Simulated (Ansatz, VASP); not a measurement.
Two plane-wave programs on HgTe

File INCAR:

```
SYSTEM = HgTe
ALGO = Normal
EDIFF = 1E-6
EDIFFG = -0.005
ENCUT = 600
GGA = PE
IBRION = 2
ISIF = 3
ISMEAR = 0
LASPH = .TRUE.
LCHARG = .FALSE.
LREAL = .FALSE.
LWAVE = .FALSE.
NELM = 60
NSW = 100
PREC = Accurate
SIGMA = 0.1
```

The input KPOINTS:

```
k-points
0
G
  12 12 12
  0 0 0
```

File POSCAR:

```
HgTe
1.0
    0.0000000000      3.3247980849      3.3247980849
    3.3247980849      0.0000000000      3.3247980849
    3.3247980849      3.3247980849      0.0000000000
Hg Te
1 1
Direct
    0.0000000000      0.0000000000      0.0000000000
    0.7500000000      0.7500000000      0.7500000000
```

Input for Ansatz:

```yaml
crystal:
  lattice:
    - [0.0, 3.3247980867, 3.3247980867]
    - [3.3247980867, 0.0, 3.3247980867]
    - [3.3247980867, 3.3247980867, 0.0]
  atoms:
    - { symbol: Hg, position: [0.0, 0.0, 0.0] }
    - { symbol: Te, position: [0.75, 0.75, 0.75] }
basis:
  ecutwfc: 420
kpoints:
  mp_grid: { grid: [12, 12, 12] }
hamiltonian:
  xc: pbe
scf:
  occupations: { method: gaussian, width: 0.1 }
output:
  forces: true
  stress: true
  eigenvalues: true
relax:
  adjacent_minimum: "off"
  f_tol: 0.005
  max_steps: 80
  cell: { stress_tol: 0.05 }
```

Alike in both runs: task relaxation of cell and atoms; functional PBE; k mesh 12 × 12 × 12; occupations gaussian, width 0.1 eV; no spin polarisation.

|  | VASP | Ansatz |
| --- | --- | --- |
| version | VASP 6.6.1 | Ansatz 0.2.0 |
| potentials or method | VASP PAW PBE potentials, release 64 (Hg, Te), cutoff 600 eV | scalar-relativistic, plane waves, PAW |
| valence electrons in the cell | 18 | 36 |

|  | VASP | Ansatz | Ansatz less VASP |
| --- | --- | --- | --- |
| gap on the k mesh at the Fermi level, each at its own relaxed structure (eV) | none | none | - |
| relaxed volume (Å³/atom) | 36.86 | 36.75 | -0.105 |
| relaxed cell length with the largest relative difference (Å) | 4.706 | 4.702 | -0.0045 |

A gap of «none» marks a metal or a gap that the smearing closes. VASP's potentials hold 18 valence electrons a cell and Ansatz's 36, so a difference there can come from the potentials and not from the codes.

Neither program's run includes spin-orbit coupling.
